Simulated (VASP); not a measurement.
Tl2Pb, 3 atoms in the cell. The structure is cubic, space group Fm-3m (No. 225). The conventional cell has a = 7.589 Å, b = 7.589 Å, c = 7.589 Å, α = 90.00°, β = 90.00°, γ = 90.00°. Tl (site symmetry -43m) has 4 Pb at 3.29 Å and 6 Tl at 3.79 Å within 4.3 Å. Within 4.3 Å of Pb (site symmetry m-3m) lie 8 Tl at 3.29 Å. 

- Program: VASP 6.6.1
- Task: single point
- Functional: PBE
- Potentials or basis: VASP PAW PBE potentials, release 64 (Tl_d, Pb_d)
- Cutoff: 520 eV
- k mesh: 10 × 10 × 10
- Occupations: gaussian, width 0.1 eV
- Spin: no spin polarisation
- Dipole correction: no
- Further INCAR settings: ALGO = Normal; EDIFF = 1e-06; NBANDS = 27

Potentials or basis: VASP PAW PBE potentials, release 64 (Tl_d, Pb_d).

Launch:

```sh
$ cat potpaw_PBE.64/Tl_d/POTCAR potpaw_PBE.64/Pb_d/POTCAR > POTCAR
$ mpirun -np 1 vasp_std > vasp.out
```

Hardware: 1 thread of Intel(R) Xeon(R) Platinum 8375C CPU @ 2.90GHz (Ice Lake), on a shared host.

Estimate the wall time of this run.

It took 2.1 min on 1 thread of Intel(R) Xeon(R) Platinum 8375C CPU @ 2.90GHz (Ice Lake) (shared host), peak memory 0.31 GiB. Counts: scf iterations 13, k points 47.
